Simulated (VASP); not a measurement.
Ag, 1 atom in the cell. The structure is tetragonal, space group I4/mmm (No. 139). The conventional cell has a = 2.889 Å, b = 2.889 Å, c = 4.444 Å, α = 90.00°, β = 90.00°, γ = 90.00°. Ag (site symmetry 4/mmm) has 12 Ag at 2.89 to 3.02 Å within 3.8 Å.  This cell differs from its parent crystal: strain +0.0875 x Voigt [0, 0, 1, 0, 0, 0].

```yaml
Program: VASP 6.6.1
Task: single point
Functional: PBE
Potentials_or_basis: VASP PAW PBE potentials, release 64 (Ag)
Cutoff: 520 eV
k_mesh: 10 × 10 × 10
Occupations: gaussian, width 0.15 eV
Spin: no spin polarisation
Dipole_correction: no
Further_INCAR_settings: ALGO = Normal; EDIFF = 1e-07; NBANDS = 12
```

Potentials or basis: VASP PAW PBE potentials, release 64 (Ag).

Launch:

```sh
$ cat potpaw_PBE.64/Ag/POTCAR > POTCAR
$ mpirun -np 1 vasp_std > vasp.out
```

Hardware: 1 thread of Intel(R) Xeon(R) Platinum 8375C CPU @ 2.90GHz (Ice Lake), with other jobs on the host.

**Question.** How long does it take, and how much memory?

**Answer.** Run time: 11 s on 1 thread of Intel(R) Xeon(R) Platinum 8375C CPU @ 2.90GHz (Ice Lake), on a shared host, peak memory 0.15 GiB. Counts: scf iterations 12, k points 102.
